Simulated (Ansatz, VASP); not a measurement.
**One calculation of KI, two programs**

The input INCAR:

```
SYSTEM = KI
PREC = Accurate ; ENCUT = 520
EDIFF = 1E-6 ; ISMEAR = 0
SIGMA = 0.01 ; LREAL = .FALSE.
LASPH = .TRUE. ; NELM = 80
ALGO = Normal ; ISIF = 2
LWAVE = .FALSE. ; LCHARG = .FALSE.
NBANDS = 15
```

KPOINTS

```
regular mesh
0
G
  6 6 6
  0 0 0
```

File POSCAR:

```
KI
1.0
    0.0000000000      3.4114761627      3.3944187819
    3.4114761627      0.0000000000      3.3944187819
    3.4114761627      3.4114761627      0.0000000000
K I
1 1
Direct
    0.0000000000      0.0000000000      0.0000000000
    0.5000000000      0.5000000000      0.5000000000
```

Input for Ansatz:

```yaml
crystal:
  lattice:
    - [0.0, 3.41147616271, 3.3944187819]
    - [3.41147616271, 0.0, 3.3944187819]
    - [3.41147616271, 3.41147616271, 0.0]
  atoms:
    - { symbol: K, position: [0.0, 0.0, 0.0] }
    - { symbol: I, position: [0.5, 0.5, 0.5] }
kpoints:
  mp_grid: { grid: [6, 6, 6] }
scf:
  occupations: { method: fixed }
  convergence: { dr2_threshold: 1.0e-10 }
hamiltonian:
  xc: lda
  pseudopotentials: { kind: all_electron, lapw: { basis_error: 0.0005 } }
output:
  forces: true
  stress: true
  eigenstates:
    kpoints:
      - [0.0, 0.0, 0.0]
      - [0.0, -0.5, -0.5]
      - [-0.5, 0.0, -0.5]
      - [-0.5, -0.5, 0.0]
      - [-0.5, 0.0, 0.0]
      - [0.0, -0.5, 0.0]
      - [0.0, 0.0, -0.5]
      - [-0.5, -0.5, -0.5]
  eigenvalues: true
```

Change from the starting cell: z stretched by -0.5 %, x and y held.

Alike in both runs: task single point; functional LDA; k mesh 6 × 6 × 6; no spin polarisation.

|  | VASP | Ansatz |
| --- | --- | --- |
| version | VASP 6.6.1 | Ansatz 0.2.0 |
| potentials or method | VASP PAW LDA potentials, release 64 (K_sv, I), cutoff 520 eV | all-electron LAPW, scalar-relativistic |
| occupations | gaussian, width 0.01 eV | fixed |

Ansatz gave:

```
gap on the k mesh at the Fermi level (eV)                     : 3.87
pressure (GPa)                                                : 0.0
traceless stress, the component that is largest in VASP (GPa) : 0.12
```

Task: Which values does VASP return?

Result: gap on the k mesh at the Fermi level (eV): 3.88; pressure (GPa): 0.1; traceless stress, the component that is largest in VASP (GPa): 0.13.

LDA's correlation is that of Perdew and Zunger in VASP and of Perdew and Wang (1992) in Ansatz. Ansatz ran all-electron here, and VASP with PAW potentials.

Spin-orbit coupling is off throughout.
